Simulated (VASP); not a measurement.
The system is Mg3SnO.

```
Sn O Mg
1.0
     4.38881    0.00000    0.00000
     0.00000    4.38881    0.00000
     0.00000    0.00000    4.38881
Sn O Mg
1 1 3
Direct
  0.00000 0.00000 0.00000
  0.50000 0.50000 0.50000
  0.50000 0.50000 0.00000
  0.50000 0.00000 0.50000
  0.00000 0.50000 0.50000
```

| Quantity | Value |
| --- | --- |
| Program | VASP 6.6.1 |
| Task | relaxation of cell and atoms |
| Functional | PBEsol |
| Potentials or basis | VASP PAW PBE potentials, release 64 (Sn_d, O, Mg) |
| Cutoff | 600 eV |
| k mesh | 6 × 6 × 6 |
| Occupations | fermi-dirac, width 0.02 eV |
| Spin | no spin polarisation |

At the start: pressure -2.3 GPa; volume 16.91 Å³/atom.

Q: How do energy, volume and symmetry change on relaxing?

A: Over 3 steps the energy falls by 4.2 meV/atom and the volume is 16.35 Å³/atom (-3.3 %); space group Pm-3m (No. 221, to 0.1 Å) before and after.

The path:
| step | energy change (eV) | largest force (eV/Å) | pressure (GPa) | volume (Å³) |
| --- | --- | --- | --- | --- |
| 1 | 0.0000 | 0.0000 | -2.34 | 84.54 |
| 2 | -0.0208 | 0.0000 | 0.21 | 81.54 |
| 3 | -0.0210 | 0.0000 | 0.00 | 81.77 |

Final structure:
```
Sn O Mg
1.0
     4.34037    0.00000    0.00000
     0.00000    4.34037    0.00000
     0.00000    0.00000    4.34037
Sn O Mg
1 1 3
Cartesian
  0.0000 0.0000 0.0000
  2.1702 2.1702 2.1702
  2.1702 2.1702 0.0000
  2.1702 0.0000 2.1702
  0.0000 2.1702 2.1702
```

Caveat: the PAW data sets were made with another functional, which shifts forces and pressure a little.
